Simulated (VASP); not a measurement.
Runs of VASP 6.6.1 on C. The structure is cubic, space group Fd-3m (No. 227). Conventional cell: a = 3.560 Å, b = 3.560 Å, c = 3.560 Å, α = 90.00°, β = 90.00°, γ = 90.00°. Within 2.1 Å of C (site symmetry -43m) lie 4 C at 1.54 Å. 

```csv
task,level,potentials or basis,k mesh,cutoff (eV),GW scheme,GW iterations,cutoff of the response function,frequency points,empty bands,gap on the mesh (eV),pressure (GPa)
single point,PBE,"VASP PAW PBE potentials, release 64 (C)",6 × 6 × 6,520,-,-,-,-,-,4.16,5.0
single point,PBE,"VASP PAW PBE potentials, release 64 (C)",10 × 10 × 10,520,-,-,-,-,-,4.18,4.9
single point,r2SCAN,"VASP PAW PBE potentials, release 64 (C)",6 × 6 × 6,520,-,-,-,-,-,(c),1.2
single point,LDA,"VASP PAW LDA potentials, release 64 (C)",6 × 6 × 6,520,-,-,-,-,-,(a),-9.2
single point,HSE06,"VASP PAW PBE potentials, release 64 (C)",6 × 6 × 6,520,-,-,-,-,-,5.33,(b)
```

Alike in all rows: no spin polarisation; cell as given; smearing gaussian 0.01 eV.

Task: Fill in the values left out.

Result: (a) 4.13; (b) -4.8; (c) 4.35.

Caveats: some runs use coarse meshes; the PAW data sets were made with another functional, which shifts forces and pressure a little (some runs).

A k mesh can miss the band edges.
